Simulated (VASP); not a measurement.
# AlP (F-43m) in VASP: further runs, part 2 of 2

VASP 6.6.1. The steps go on from the part before.

**5. Single point, PBEsol**

This run uses another cell than the first one, of 20.02 Å³/atom.

Input file INCAR:

```
SYSTEM = AlP
PREC = Accurate
ENCUT = 500
EDIFF = 1E-6
ISMEAR = 0
SIGMA = 0.01
LREAL = .FALSE.
LASPH = .TRUE.
NELM = 120
ALGO = Normal
ISIF = 2
LWAVE = .FALSE.
LCHARG = .FALSE.
GGA = PS
NBANDS = 11
GGA_COMPAT = .FALSE.
```

Input file KPOINTS:

```
regular mesh
0
G
  8 8 8
  0 0 0
```

Input file POSCAR:

```
AlP
1.0
    0.0000000000      2.7152229526      2.7152229526
    2.7152229526      0.0000000000      2.7152229526
    2.7152229526      2.7152229526      0.0000000000
Al P
1 1
Direct
    0.0000000000      0.0000000000      0.0000000000
    0.7500000000      0.7500000000      0.7500000000
```

Potentials or basis: VASP PAW PBE potentials, release 64 (Al, P).

Launch:

```bash
> cat potpaw_PBE.64/Al/POTCAR potpaw_PBE.64/P/POTCAR > POTCAR
> mpirun -np 1 vasp_std > vasp.out
```

OUTCAR:

```text
SYSTEM = AlP
   PREC = Accurate
   ENCUT = 500
   EDIFF = 1E-6
   ISMEAR = 0
   LREAL = .FALSE.
   LASPH = .TRUE.
   NELM = 120
   ISIF = 2
   GGA = PS

 ion  position               nearest neighbor table
   1  0.000  0.000  0.000-   2 2.35   2 2.35   2 2.35   2 2.35
   2  0.750  0.750  0.750-   1 2.35   1 2.35   1 2.35   1 2.35

  LATTYP: Found a face centered cubic cell.
 ALAT       =     5.4304459052

  Lattice vectors:

 A1 = (   0.0000000000,   2.7152229526,   2.7152229526)
 A2 = (   2.7152229526,   0.0000000000,   2.7152229526)
 A3 = (   2.7152229526,   2.7152229526,   0.0000000000)

Analysis of symmetry for initial positions (statically):
=====================================================================
 Subroutine PRICEL returns:
 Original cell was already a primitive cell.

 Routine SETGRP: Setting up the symmetry group for a
 face centered cubic supercell.

 Subroutine GETGRP returns: Found 24 space group operations
 (whereof 24 operations were pure point group operations)
 out of a pool of 48 trial point group operations.

The static configuration has the point symmetry T_d .

Analysis of symmetry for dynamics (positions and initial velocities):
=====================================================================
 Subroutine PRICEL returns:
 Original cell was already a primitive cell.

 Routine SETGRP: Setting up the symmetry group for a
 face centered cubic supercell.

 Subroutine GETGRP returns: Found 24 space group operations
 (whereof 24 operations were pure point group operations)
 out of a pool of 48 trial point group operations.

The dynamic configuration has the point symmetry T_d .

 Subroutine INISYM returns: Found 24 space group operations
 (whereof 24 operations are pure point group operations),
 and found     1 'primitive' translations

----------------------------------------------------------------------------------------

                                     Primitive cell

  volume of cell :      40.0356

  direct lattice vectors                    reciprocal lattice vectors
     0.000000000  2.715222953  2.715222953    -0.184146941  0.184146941  0.184146941
     2.715222953  0.000000000  2.715222953     0.184146941 -0.184146941  0.184146941
     2.715222953  2.715222953  0.000000000     0.184146941  0.184146941 -0.184146941

  length of vectors
     3.839905124  3.839905124  3.839905124     0.318951857  0.318951857  0.318951857

  position of ions in fractional coordinates (direct lattice)
     0.000000000  0.000000000  0.000000000
     0.750000000  0.750000000  0.750000000

  ion indices of the primitive-cell ions
   primitive index   ion index
                 1           1
                 2           2

----------------------------------------------------------------------------------------

 KPOINTS: regular mesh

Automatic generation of k-mesh.
 Grid dimensions read from file:
 generate k-points for:    8    8    8

 Generating k-lattice:

  Cartesian coordinates                     Fractional coordinates (reciprocal lattice)
    -0.023018368  0.023018368  0.023018368     0.125000000  0.000000000  0.000000000
     0.023018368 -0.023018368  0.023018368     0.000000000  0.125000000  0.000000000
     0.023018368  0.023018368 -0.023018368     0.000000000  0.000000000  0.125000000

  Length of vectors
     0.039868982  0.039868982  0.039868982

  Shift w.r.t. Gamma in fractional coordinates (k-lattice)
     0.000000000  0.000000000  0.000000000

 Subroutine IBZKPT returns following result:
 ===========================================

 Found     29 irreducible k-points:

 Following reciprocal coordinates:
            Coordinates               Weight
  0.000000  0.000000  0.000000      1.000000
  0.125000  0.000000  0.000000      8.000000
  0.250000  0.000000  0.000000      8.000000
  0.375000  0.000000  0.000000      8.000000
  0.500000  0.000000  0.000000      4.000000
  0.125000  0.125000  0.000000      6.000000
[... 16 lines left out ...]
  0.500000  0.250000  0.125000     48.000000
 -0.375000  0.250000  0.125000     24.000000
 [... further k-points ...]
   k-points           NKPTS =     29   k-points in BZ     NKDIM =     29   number of bands    NBANDS=     11
   number of dos      NEDOS =    301   number of ions     NIONS =      2
   total plane-waves  NPLWV =  21952
   dimension x,y,z NGX =    28 NGY =   28 NGZ =   28
   dimension x,y,z NGXF=    56 NGYF=   56 NGZF=   56
   ions per type =               1   1
   NGX,Y,Z   is equivalent  to a cutoff of  12.12, 12.12, 12.12 a.u.
   NGXF,Y,Z  is equivalent  to a cutoff of  24.24, 24.24, 24.24 a.u.
 SYSTEM =  AlP
   PREC   = accura    normal or accurate (medium, high low for compatibility)
   ISTART =      0    job   : 0-new  1-cont  2-samecut
   ICHARG =      2    charge: 1-file 2-atom 10-const
   ISPIN  =      1    spin polarized calculation?
   LNONCOLLINEAR =      F non collinear calculations
   LSORBIT =      F    spin-orbit coupling
   LASPH  =      T    aspherical Exc in radial PAW
   ENCUT  =  500.0 eV  36.75 Ry    6.06 a.u.   7.00  7.00  7.00*2*pi/ulx,y,z
   NELM   =    120;   NELMIN=  2; NELMDL= -5     # of ELM steps
   EDIFF  = 0.1E-05   stopping-criterion for ELM
   LREAL  =      F    real-space projection
   EDIFFG = 0.1E-04   stopping-criterion for IOM
   NSW    =      0    number of steps for IOM
   IBRION =     -1    ionic relax: 0-MD 1-quasi-New 2-CG
   NFREE  =      0    steps in history (QN), initial steepest desc. (CG)
   ISIF   =      2    stress and relaxation
   ISYM   =      2    0-nonsym 1-usesym 2-fastsym
   POTIM  = 0.5000    time-step for ionic-motion
   TEBEG  =    0.0;   TEEND  =   0.0 temperature during run
   PSTRESS=    0.0 pullay stress
   NELECT =       8.0000    total number of electrons
   NUPDOWN=      -1.0000    fix difference up-down
   EMIN   =  10.00;   EMAX   =-10.00  energy-range for DOS
   EFERMI =   0.00;   METHOD = LEGACY
   ISMEAR =     0;   SIGMA  =   0.01  broadening in eV -4-tet -1-fermi 0-gaus
   EFERMI_NEDOS =   21; number of points for ismear=-14 and -15
   IALGO  =     38    algorithm
   IMIX   =      4    mixing-type and parameters
     AMIX     =   0.40;   BMIX     =  1.00
     AMIX_MAG =   1.60;   BMIX_MAG =  1.00
  volume/ion in A,a.u.               =      20.02       135.09
  Fermi-wavevector in a.u.,A,eV,Ry     =   0.957097  1.808651 12.463411  0.916035
  Thomas-Fermi vector in A             =   2.086084
   LORBIT       =      0    0 simple, 1 ext, 2 COOP (PROOUT), +10 PAW based schemes
   GGA     = PS    functional components
   LHFCALC =     F    Hartree Fock is set to
   AEXX    =    0.0000 exact exchange contribution
   IVDW    =     0    specifies the selected vdW correction
   LEPSILON=     F    determine dielectric tensor
   LRPA    =     F    only Hartree local field effects (RPA)
 non-spin polarized calculation
 Gauss-broadening in eV      SIGMA  =   0.01
  energy-cutoff  :      500.00
  volume of cell :       40.04
 maximum number of plane-waves:      1036
   NGX = 13   NGY = 13   NGZ = 13

 number of electron       8.0000000 magnetization

 Free energy of the ion-electron system (eV)
  ---------------------------------------------------
  ext. energy  EPLUGINS =         0.00000000
  ---------------------------------------------------
  free energy    TOTEN  =       -10.98935868 eV

  energy without entropy =      -10.98935868  energy(sigma->0) =      -10.98935868

 E-fermi :   4.7313     XC(G=0):  -9.4276

 val. band max:        4.6858529189   @ k =   0.0000   0.0000   0.0000
 cond. band min:       6.0916284698   @ k =   0.5000   0.5000   0.0000
 fundamental gap:      1.4057755509
 Fermi energy:         4.7313135449

 k-point     1 :       0.0000    0.0000    0.0000
  band No.  band energies     occupation
      1      -6.9366      2.00000
      2       4.6859      2.00000
      3       4.6859      2.00000
      4       4.6859      2.00000
      5       8.0266      0.00000
      6       9.2205      0.00000
      7       9.2205      0.00000
      8       9.2205      0.00000
      9      13.5071      0.00000
     10      13.5071      0.00000
     11      14.8976      0.00000
[... 309 lines left out ...]
 k-point    24 :      -0.3750    0.2500    0.1250
  band No.  band energies     occupation
      1      -4.8736      2.00000
      2      -0.5885      2.00000
      3       2.0183      2.00000
      4       3.1551      2.00000
      5       8.5653      0.00000
      6       9.1589      0.00000
      7      11.5776      0.00000
      8      12.3770      0.00000
      9      13.6914      0.00000
     10      16.1209      0.00000
     11      17.4935      0.00000

 [... further k-points ...]

------------------------ aborting loop because EDIFF is reached ----------------------------------------

  FORCE on cell =-STRESS in cart. coord.  units (eV):
  Direction    XX          YY          ZZ          XY          YZ          ZX
  --------------------------------------------------------------------------------------
  -------------------------------------------------------------------------------------
  Total        0.5106321      0.5106321      0.5106321      0.0000000      0.0000000      0.0000000
  in kB       20.4348869     20.4348869     20.4348869      0.0000000      0.0000000      0.0000000
  external PRESSURE =      20.4348869 kB  Pullay stress =       0.0000000 kB

 VOLUME and BASIS-vectors are now :
 -----------------------------------------------------------------------------
  energy-cutoff  :      500.00
  volume of cell :       40.04
      direct lattice vectors                 reciprocal lattice vectors
     0.000000000  2.715222953  2.715222953    -0.184146941  0.184146941  0.184146941
     2.715222953  0.000000000  2.715222953     0.184146941 -0.184146941  0.184146941
     2.715222953  2.715222953  0.000000000     0.184146941  0.184146941 -0.184146941

 POSITION                                       TOTAL-FORCE (eV/Angst)
 -----------------------------------------------------------------------------------
      0.00000      0.00000      0.00000         0.000000     -0.000000     -0.000000
      4.07283      4.07283      4.07283        -0.000000      0.000000      0.000000
 -----------------------------------------------------------------------------------
    total drift:                               -0.000000     -0.000000     -0.000000

  FREE ENERGIE OF THE ION-ELECTRON SYSTEM (eV)
  ---------------------------------------------------
  free  energy   TOTEN  =       -10.9893586757 eV

  energy  without entropy=      -10.9893586757  energy(sigma->0) =      -10.98935868
```

OSZICAR:

```text
N       E                     dE             d eps       ncg     rms          rms(c)
DAV:   1     0.106629835455E+02    0.10663E+02   -0.29599E+03   638   0.535E+02
DAV:   2    -0.105549294858E+02   -0.21218E+02   -0.20435E+02   882   0.879E+01
DAV:   3    -0.113573924498E+02   -0.80246E+00   -0.80114E+00   809   0.165E+01
DAV:   4    -0.113641265978E+02   -0.67341E-02   -0.67336E-02   793   0.187E+00
DAV:   5    -0.113642363439E+02   -0.10975E-03   -0.10974E-03   790   0.221E-01    0.445E+00
DAV:   6    -0.110480458134E+02    0.31619E+00   -0.57123E-01   725   0.280E+00    0.276E+00
DAV:   7    -0.109918948768E+02    0.56151E-01   -0.21330E-01   784   0.184E+00    0.130E+00
DAV:   8    -0.109894114260E+02    0.24835E-02   -0.14124E-02   752   0.570E-01    0.166E-01
DAV:   9    -0.109893083845E+02    0.10304E-03   -0.82503E-04   765   0.151E-01    0.609E-02
DAV:  10    -0.109893525832E+02   -0.44199E-04   -0.62177E-05   731   0.415E-02    0.147E-02
DAV:  11    -0.109893584262E+02   -0.58430E-05   -0.93515E-06   768   0.168E-02    0.115E-02
DAV:  12    -0.109893586757E+02   -0.24946E-06   -0.10380E-06   505   0.484E-03
   1 F= -.10989359E+02 E0= -.10989359E+02  d E =-.349758E-13
```

It took 9.9 s on 1 thread of Intel Xeon Platinum 8375C at 2.90GHz (Ice Lake), shared host; peak memory 0.15 GiB.

Results:

- Free energy: -10.9894 eV
- Pressure: 2.0 GPa
- Band gap on the k mesh: 1.41 eV (least direct gap 3.34 eV)

Levels at points of the mesh, in eV from the valence-band top:
| k point | band 2 | band 3 | band 4 | band 5 | band 6 | band 7 |
| --- | --- | --- | --- | --- | --- | --- |
| (0.00, 0.00, 0.00) | 0.00 | 0.00 | 0.00 | 3.34 | 4.53 | 4.53 |
| (0.50, 0.00, 0.00) | -5.66 | -0.78 | -0.78 | 2.79 | 4.75 | 4.75 |
| (0.50, 0.50, 0.00) | -5.40 | -2.16 | -2.16 | 1.41 | 2.36 | 11.13 |

Caveat: the PAW data sets were made with another functional, which shifts forces and pressure a little. A k mesh can miss the band edges.

**6. Overview**

```tsv
cell	gap on the mesh (eV)	pressure (GPa)
a = 3.779 Å, angles 60.0°, 2 atoms	1.31	7.0
a = 3.748 Å, angles 60.0°, 2 atoms	1.25	10.0
a = 3.854 Å, angles 60.0°, 2 atoms	1.43	1.0
a = 3.840 Å, angles 60.0°, 2 atoms	1.41	2.0
```

Alike in all rows: task single point; level PBEsol; potentials or basis VASP PAW PBE potentials, release 64 (Al, P); no spin polarisation; k mesh 8 × 8 × 8; cutoff (eV) 500; smearing gaussian 0.01 eV.

Caveats: the PAW data sets were made with another functional, which shifts forces and pressure a little; the cell stands under pressure (at least some runs).

Absolute energies hang on the potentials; compare differences alone.
